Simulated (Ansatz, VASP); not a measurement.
**One calculation of PtSe2, two programs**

```
Pt Se
1.0
     0.00000    3.13090    3.13090
     3.13090    0.00000    3.13090
     3.13090    3.13090    0.00000
Pt Se
1 2
Direct
  0.00000 0.00000 0.00000
  0.25000 0.25000 0.25000
  0.75000 0.75000 0.75000
```

Alike in both runs: task single point; functional r2SCAN; k mesh 8 × 8 × 8; occupations fermi-dirac, width 0.02 eV; no spin polarisation.

|  | VASP | Ansatz |
| --- | --- | --- |
| version | VASP 6.6.1 | Ansatz 0.2.0 |
| potentials or method | VASP PAW PBE potentials, release 64 (Pt, Se) | plane waves, PAW |
| plane-wave cutoff (eV) | 520 | 500 |
| valence electrons in the cell | 22 | 50 |

|  | VASP | Ansatz | Ansatz less VASP |
| --- | --- | --- | --- |
| pressure (GPa) | -0.1 | -0.1 | +0.02 |

VASP's potentials were made for PBE, not for r2SCAN. VASP's potentials hold 22 valence electrons a cell and Ansatz's 50, so a difference there can come from the potentials and not from the codes.

Spin-orbit coupling is off throughout.
